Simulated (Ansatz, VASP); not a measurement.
# Two plane-wave programs on Ta2SiO3

```
Ta Si O
1.0
     2.43201    1.40412    4.77774
    -2.43201    1.40412    4.77774
     0.00000   -2.80825    4.77774
Ta Si O
2 1 3
Direct
  0.74567 0.74567 0.74567
  0.25433 0.25433 0.25433
  0.00000 0.00000 0.00000
  0.00000 0.50000 0.00000
  0.50000 0.00000 0.00000
  0.00000 0.00000 0.50000
```

Change from the starting cell: species swapped into the Hf2Al3Ni type (R-3m, No. 166).

Alike in both runs: functional PBE; k mesh 6 × 6 × 6; occupations gaussian, width 0.1 eV; no spin polarisation.

Ansatz relaxed the structure, and its values are those at the end. VASP's run is a single point on that final structure, the one shown.

```csv
,VASP,Ansatz
version,VASP 6.6.1,Ansatz 0.2.0
potentials or method,"VASP PAW PBE potentials, release 64 (Ta_pv, Si, O), cutoff 520 eV","scalar-relativistic, plane waves, PAW"
valence electrons in the cell,44,48
```

```tsv
	VASP	Ansatz	Ansatz less VASP
gap on the k mesh at the Fermi level (eV)	none	none	-
pressure (GPa)	0.9	0.1	-0.76
rms of the force components (eV/Å)	0.082	0.001	-0.0817
```

A gap of «none» marks a metal or a gap that the smearing closes. The functional is the same, so the differences come from potentials, cutoffs and numerics. VASP's potentials hold 44 valence electrons a cell and Ansatz's 48, so a difference there can come from the potentials and not from the codes.

Neither program's run includes spin-orbit coupling.
